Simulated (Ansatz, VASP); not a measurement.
**CO2: VASP beside Ansatz**

```
CELL_PARAMETERS angstrom
2.56685 -2.32399 0.00000
2.56685 2.32399 0.00000
0.00000 0.00000 6.21866
ATOMIC_POSITIONS crystal
C 0.00000 0.00000 0.00000
C 0.50000 0.50000 0.50000
O 0.79736 0.20264 0.89101
O 0.20264 0.79736 0.10899
O 0.70264 0.29736 0.39101
O 0.29736 0.70264 0.60899
```

Alike in both runs: functional LDA; k mesh 6 × 6 × 4; occupations gaussian, width 0.02 eV; no spin polarisation.

Ansatz relaxed the structure, and its values are those at the end. VASP's run is a single point on that final structure, the one shown.

|  | VASP | Ansatz |
| --- | --- | --- |
| version | VASP 6.6.1 | Ansatz 0.2.0 |
| potentials or method | VASP PAW LDA potentials, release 64 (C, O), cutoff 520 eV | scalar-relativistic, plane waves, PAW |
| valence electrons in the cell | 32 | 32 |

Ansatz gave:

| Quantity | Value |
| --- | --- |
| gap on the k mesh at the Fermi level (eV) | 6.48 |
| least direct gap on the mesh (eV) | 7.16 |
| pressure (GPa) | 0.0 |
| rms of the force components (eV/Å) | 0.001 |

Task: Estimate VASP's values.

Result: gap on the k mesh at the Fermi level (eV): 6.44; least direct gap on the mesh (eV): 7.13; pressure (GPa): 2.3; rms of the force components (eV/Å): 0.378.

LDA's correlation is that of Perdew and Zunger in VASP and of Perdew and Wang (1992) in Ansatz.

Noted on VASP's run: the standard files for N, O and F lose accuracy on very short bonds.
